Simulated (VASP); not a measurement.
# Rh (Fm-3m) in VASP: further runs

The runs below take Rh through single point, with PBE, r2SCAN.

All numbers are computed with VASP 6.6.1; they aren't measurements. Logs are shortened: lines on timing, memory, paths and dates and some standing lists are left out, and cuts for length are marked.

## Step 1: The cell of the first run

It takes space group Fm-3m (No. 225, cubic). The conventional cell has a = 3.860 Å, b = 3.860 Å, c = 3.860 Å, α = 90.00°, β = 90.00°, γ = 90.00°. Within 3.6 Å of Rh (site symmetry m-3m) lie 12 Rh at 2.73 Å.

## Step 2: Single point, PBE

Contents of INCAR:

```
SYSTEM = Rh
  PREC = Accurate
  ENCUT = 520
  EDIFF = 1E-6
  ISMEAR = 0
  SIGMA = 0.05
  LREAL = .False.
  LASPH = .True.
  NELM = 80
  ALGO = Normal
  ISIF = 2
  LWAVE = .False.
  LCHARG = .False.
  GGA = PE
  NBANDS = 14
```

Contents of KPOINTS:

```
Automatic mesh
0
Gamma
  8 8 8
  0 0 0
```

Contents of POSCAR:

```
Rh
1.0
    0.0000000000      1.9298298557      1.9298298557
    1.9298298557      0.0000000000      1.9298298557
    1.9298298557      1.9298298557      0.0000000000
Rh
1
Direct
    0.0000000000      0.0000000000      0.0000000000
```

Potentials or basis: VASP PAW PBE potentials, release 64 (Rh_pv).

Command:

```sh
$ cat potpaw_PBE.64/Rh_pv/POTCAR > POTCAR
$ mpirun -np 1 vasp_std > vasp.out
```

OUTCAR:

```text
SYSTEM = Rh
   PREC = Accurate
   ENCUT = 520
   EDIFF = 1E-6
   ISMEAR = 0
   LREAL = .False.
   LASPH = .True.
   NELM = 80
   ISIF = 2
   GGA = PE

 ion  position               nearest neighbor table
   1  0.000  0.000  0.000-

  LATTYP: Found a face centered cubic cell.
 ALAT       =     3.8596597114

  Lattice vectors:

 A1 = (   0.0000000000,   1.9298298557,   1.9298298557)
 A2 = (   1.9298298557,   0.0000000000,   1.9298298557)
 A3 = (   1.9298298557,   1.9298298557,   0.0000000000)

Analysis of symmetry for initial positions (statically):
=====================================================================
 Subroutine PRICEL returns:
 Original cell was already a primitive cell.

 Routine SETGRP: Setting up the symmetry group for a
 face centered cubic supercell.

 Subroutine GETGRP returns: Found 48 space group operations
 (whereof 48 operations were pure point group operations)
 out of a pool of 48 trial point group operations.

The static configuration has the point symmetry O_h .

Analysis of symmetry for dynamics (positions and initial velocities):
=====================================================================
 Subroutine PRICEL returns:
 Original cell was already a primitive cell.

 Routine SETGRP: Setting up the symmetry group for a
 face centered cubic supercell.

 Subroutine GETGRP returns: Found 48 space group operations
 (whereof 48 operations were pure point group operations)
 out of a pool of 48 trial point group operations.

The dynamic configuration has the point symmetry O_h .

 Subroutine INISYM returns: Found 48 space group operations
 (whereof 48 operations are pure point group operations),
 and found     1 'primitive' translations

----------------------------------------------------------------------------------------

                                     Primitive cell

  volume of cell :      14.3743

  direct lattice vectors                    reciprocal lattice vectors
     0.000000000  1.929829856  1.929829856    -0.259090198  0.259090198  0.259090198
     1.929829856  0.000000000  1.929829856     0.259090198 -0.259090198  0.259090198
     1.929829856  1.929829856  0.000000000     0.259090198  0.259090198 -0.259090198

  length of vectors
     2.729191555  2.729191555  2.729191555     0.448757387  0.448757387  0.448757387

  position of ions in fractional coordinates (direct lattice)
     0.000000000  0.000000000  0.000000000

  ion indices of the primitive-cell ions
   primitive index   ion index
                 1           1

----------------------------------------------------------------------------------------

 KPOINTS: Automatic mesh

Automatic generation of k-mesh.
 Grid dimensions read from file:
 generate k-points for:    8    8    8

 Generating k-lattice:

  Cartesian coordinates                     Fractional coordinates (reciprocal lattice)
    -0.032386275  0.032386275  0.032386275     0.125000000  0.000000000  0.000000000
     0.032386275 -0.032386275  0.032386275     0.000000000  0.125000000  0.000000000
     0.032386275  0.032386275 -0.032386275     0.000000000  0.000000000  0.125000000

  Length of vectors
     0.056094673  0.056094673  0.056094673

  Shift w.r.t. Gamma in fractional coordinates (k-lattice)
     0.000000000  0.000000000  0.000000000

 Subroutine IBZKPT returns following result:
 ===========================================

 Found     29 irreducible k-points:

 Following reciprocal coordinates:
            Coordinates               Weight
  0.000000  0.000000  0.000000      1.000000
  0.125000  0.000000  0.000000      8.000000
  0.250000  0.000000  0.000000      8.000000
  0.375000  0.000000  0.000000      8.000000
  0.500000  0.000000  0.000000      4.000000
  0.125000  0.125000  0.000000      6.000000
[... 16 lines left out ...]
  0.500000  0.250000  0.125000     48.000000
 -0.375000  0.250000  0.125000     24.000000
 [... further k-points ...]
   k-points           NKPTS =     29   k-points in BZ     NKDIM =     29   number of bands    NBANDS=     14
   number of dos      NEDOS =    301   number of ions     NIONS =      1
   total plane-waves  NPLWV =   8000
   dimension x,y,z NGX =    20 NGY =   20 NGZ =   20
   dimension x,y,z NGXF=    40 NGYF=   40 NGZF=   40
   ions per type =               1
   NGX,Y,Z   is equivalent  to a cutoff of  12.18, 12.18, 12.18 a.u.
   NGXF,Y,Z  is equivalent  to a cutoff of  24.37, 24.37, 24.37 a.u.
 SYSTEM =  Rh
   PREC   = accura    normal or accurate (medium, high low for compatibility)
   ISTART =      0    job   : 0-new  1-cont  2-samecut
   ICHARG =      2    charge: 1-file 2-atom 10-const
   ISPIN  =      1    spin polarized calculation?
   LNONCOLLINEAR =      F non collinear calculations
   LSORBIT =      F    spin-orbit coupling
   LASPH  =      T    aspherical Exc in radial PAW
   ENCUT  =  520.0 eV  38.22 Ry    6.18 a.u.   5.07  5.07  5.07*2*pi/ulx,y,z
   NELM   =     80;   NELMIN=  2; NELMDL= -5     # of ELM steps
   EDIFF  = 0.1E-05   stopping-criterion for ELM
   LREAL  =      F    real-space projection
   EDIFFG = 0.1E-04   stopping-criterion for IOM
   NSW    =      0    number of steps for IOM
   IBRION =     -1    ionic relax: 0-MD 1-quasi-New 2-CG
   NFREE  =      0    steps in history (QN), initial steepest desc. (CG)
   ISIF   =      2    stress and relaxation
   ISYM   =      2    0-nonsym 1-usesym 2-fastsym
   POTIM  = 0.5000    time-step for ionic-motion
   TEBEG  =    0.0;   TEEND  =   0.0 temperature during run
   PSTRESS=    0.0 pullay stress
   NELECT =      15.0000    total number of electrons
   NUPDOWN=      -1.0000    fix difference up-down
   EMIN   =  10.00;   EMAX   =-10.00  energy-range for DOS
   EFERMI =   0.00;   METHOD = LEGACY
   ISMEAR =     0;   SIGMA  =   0.05  broadening in eV -4-tet -1-fermi 0-gaus
   EFERMI_NEDOS =   21; number of points for ismear=-14 and -15
   IALGO  =     38    algorithm
   IMIX   =      4    mixing-type and parameters
     AMIX     =   0.40;   BMIX     =  1.00
     AMIX_MAG =   1.60;   BMIX_MAG =  1.00
  volume/ion in A,a.u.               =      14.37        97.00
  Fermi-wavevector in a.u.,A,eV,Ry     =   1.660515  3.137919 37.515497  2.757311
  Thomas-Fermi vector in A             =   2.747738
   LORBIT       =      0    0 simple, 1 ext, 2 COOP (PROOUT), +10 PAW based schemes
   GGA     = PE    functional components
   LHFCALC =     F    Hartree Fock is set to
   AEXX    =    0.0000 exact exchange contribution
   IVDW    =     0    specifies the selected vdW correction
   LEPSILON=     F    determine dielectric tensor
   LRPA    =     F    only Hartree local field effects (RPA)
 non-spin polarized calculation
 Gauss-broadening in eV      SIGMA  =   0.05
  energy-cutoff  :      520.00
  volume of cell :       14.37
 maximum number of plane-waves:       399
   NGX = 11   NGY = 11   NGZ = 11

 number of electron      14.9999996 magnetization

 Free energy of the ion-electron system (eV)
  ---------------------------------------------------
  ext. energy  EPLUGINS =         0.00000000
  ---------------------------------------------------
  free energy    TOTEN  =        -7.22475908 eV

  energy without entropy =       -7.22293821  energy(sigma->0) =       -7.22384864

 E-fermi :  11.1290     XC(G=0): -13.7417

 val. band max:       11.1112708169   @ k =  -0.3750   0.2500   0.0000
 cond. band min:      11.1949408536   @ k =   0.3750   0.0000   0.0000
 fundamental gap:      0.0836700367
 Fermi energy:        11.1290142019

 k-point     1 :       0.0000    0.0000    0.0000
  band No.  band energies     occupation
      1     -35.1665      2.00000
      2     -35.1665      2.00000
      3     -35.1665      2.00000
      4       3.4723      2.00000
      5       8.2485      2.00000
      6       8.2485      2.00000
      7       8.2485      2.00000
      8      10.2025      2.00000
      9      10.2025      2.00000
     10      27.1119      0.00000
     11      31.8292      0.00000
     12      32.3365      0.00000
     13      32.3365      0.00000
     14      32.3365      0.00000

 k-point     2 :       0.1250    0.0000    0.0000
  band No.  band energies     occupation
      1     -35.2609      2.00000
      2     -35.1794      2.00000
      3     -35.1794      2.00000
      4       4.0518      2.00000
      5       8.0311      2.00000
      6       8.4502      2.00000
      7       8.4502      2.00000
      8      10.1123      2.00000
      9      10.1123      2.00000
     10      27.8421      0.00000
     11      29.7941      0.00000
     12      31.8307      0.00000
     13      33.1564      0.00000
     14      33.1564      0.00000

 k-point     3 :       0.2500    0.0000    0.0000
  band No.  band energies     occupation
      1     -35.4853      2.00000
      2     -35.2105      2.00000
      3     -35.2105      2.00000
      4       5.2286      2.00000
      5       8.1149      2.00000
      6       8.5905      2.00000
      7       8.5905      2.00000
      8      10.3577      2.00000
      9      10.3577      2.00000
     10      25.8800      0.00000
     11      28.5235      0.00000
     12      31.8301      0.00000
     13      34.9719      0.00000
     14      34.9719      0.00000

 k-point     4 :       0.3750    0.0000    0.0000
  band No.  band energies     occupation
      1     -35.7046      2.00000
      2     -35.2414      2.00000
      3     -35.2414      2.00000
      4       5.4616      2.00000
      5       8.3310      2.00000
      6       8.3310      2.00000
      7      10.0960      2.00000
      8      11.1949      0.06223
      9      11.1949      0.06222
     10      21.7743      0.00000
     11      27.2569      0.00000
     12      31.8301      0.00000
     13      33.2527      0.00000
     14      33.2527      0.00000

 k-point     5 :       0.5000    0.0000    0.0000
  band No.  band energies     occupation
      1     -35.7940      2.00000
      2     -35.2542      2.00000
      3     -35.2542      2.00000
      4       5.3579      2.00000
      5       8.1842      2.00000
      6       8.1842      2.00000
      7      11.6518      0.00000
      8      11.6518      0.00000
      9      11.8931      0.00000
     10      19.3125      0.00000
     11      26.6086      0.00000
[... 276 lines left out ...]
 k-point    22 :       0.3750    0.2500    0.1250
  band No.  band energies     occupation
      1     -35.5397      2.00000
      2     -35.3270      2.00000
      3     -35.2501      2.00000
      4       6.3007      2.00000
      5       7.0137      2.00000
      6       8.2650      2.00000
      7       9.7625      2.00000
      8       9.9543      2.00000
      9      11.8757      0.00000
     10      26.3310      0.00000
     11      27.5248      0.00000
     12      30.3868      0.00000
     13      31.8317      0.00000
     14      32.5807      0.00000

 k-point    23 :       0.5000    0.2500    0.1250
  band No.  band energies     occupation
      1     -35.6582      2.00000
      2     -35.3967      2.00000
      3     -35.2870      2.00000
      4       6.4878      2.00000
      5       7.4864      2.00000
      6       7.9613      2.00000
      7       9.5280      2.00000
      8      11.0068      1.99945
      9      14.0974      0.00000
     10      22.3416      0.00000
     11      26.5718      0.00000
     12      28.4821      0.00000
     13      31.8308      0.00000
     14      33.0597      0.00000

 k-point    24 :      -0.3750    0.2500    0.1250
  band No.  band energies     occupation
      1     -35.7091      2.00000
      2     -35.4185      2.00000
      3     -35.3070      2.00000
      4       6.4234      2.00000
      5       7.2637      2.00000
      6       8.6324      2.00000
      7       9.2609      2.00000
      8      11.4733      0.00000
      9      16.3412      0.00000
     10      19.1713      0.00000
     11      26.8609      0.00000
     12      27.4562      0.00000
     13      31.8316      0.00000
     14      31.9267      0.00000

 [... further k-points ...]

------------------------ aborting loop because EDIFF is reached ----------------------------------------

  FORCE on cell =-STRESS in cart. coord.  units (eV):
  Direction    XX          YY          ZZ          XY          YZ          ZX
  --------------------------------------------------------------------------------------
  -------------------------------------------------------------------------------------
  Total       -0.4393158     -0.4393158     -0.4393158      0.0000000     -0.0000000     -0.0000000
  in kB      -48.9666451    -48.9666451    -48.9666451      0.0000000     -0.0000000     -0.0000000
  external PRESSURE =     -48.9666451 kB  Pullay stress =       0.0000000 kB

 VOLUME and BASIS-vectors are now :
 -----------------------------------------------------------------------------
  energy-cutoff  :      520.00
  volume of cell :       14.37
      direct lattice vectors                 reciprocal lattice vectors
     0.000000000  1.929829856  1.929829856    -0.259090198  0.259090198  0.259090198
     1.929829856  0.000000000  1.929829856     0.259090198 -0.259090198  0.259090198
     1.929829856  1.929829856  0.000000000     0.259090198  0.259090198 -0.259090198

 POSITION                                       TOTAL-FORCE (eV/Angst)
 -----------------------------------------------------------------------------------
      0.00000      0.00000      0.00000         0.000000      0.000000      0.000000
 -----------------------------------------------------------------------------------
    total drift:                                0.000000     -0.000000      0.000000

  FREE ENERGIE OF THE ION-ELECTRON SYSTEM (eV)
  ---------------------------------------------------
  free  energy   TOTEN  =        -7.2247590796 eV

  energy  without entropy=       -7.2229382097  energy(sigma->0) =       -7.22384864
```

It took 7.1 s on 1 thread of Intel Xeon 8259CL, shared host; peak memory 0.13 GiB.

What came out:

| Quantity | Value |
| --- | --- |
| Free energy | -7.2248 eV |
| Pressure | -4.9 GPa |

## Step 3: Single point, PBE

This run uses another cell than the first one, of 14.09 Å³/atom, 0.980 times its volume.

Contents of INCAR:

```
PREC = Accurate
ENCUT = 520
EDIFF = 1E-7
ISMEAR = 0
SIGMA = 0.05
LREAL = False
LASPH = True
NELM = 60
ALGO = Normal
ISIF = 2
LWAVE = False
LCHARG = False
GGA = PE
NBANDS = 14
```

Contents of KPOINTS:

```
regular mesh
0
Gamma
  8 8 8
```

Contents of POSCAR:

```
Rh
1.0
    0.0000000000      1.9168305996      1.9168305996
    1.9168305996      0.0000000000      1.9168305996
    1.9168305996      1.9168305996      0.0000000000
Rh
1
Direct
    0.0000000000      0.0000000000      0.0000000000
```

Potentials or basis: VASP PAW PBE potentials, release 64 (Rh_pv).

Command:

```sh
$ cat potpaw_PBE.64/Rh_pv/POTCAR > POTCAR
$ mpirun -np 1 vasp_std > vasp.out
```

Wall time 7.4 s (1 thread of Intel Xeon 8259CL, shared host); peak memory 0.12 GiB.

It converged, with:

```
Free energy : -7.2291 eV
Pressure    : 0.0 GPa
```

Levels at points of the mesh, in eV from the Fermi level:
```
           k point  band 3  band 4  band 5  band 6  band 7  band 8  band 9  band 10  band 11  band 12
(0.00, 0.00, 0.00)  -46.33   -7.81   -2.97   -2.97   -2.97   -0.95   -0.95    15.97    20.64    21.31
(0.50, 0.00, 0.00)  -46.42   -5.93   -3.04   -3.04    0.54    0.54    0.74     8.38    15.48    20.64
(0.50, 0.50, 0.00)  -46.58   -6.10   -5.74    0.52    0.94    0.94    3.21    11.96    13.16    13.16
```

[end of part 1 of 2]
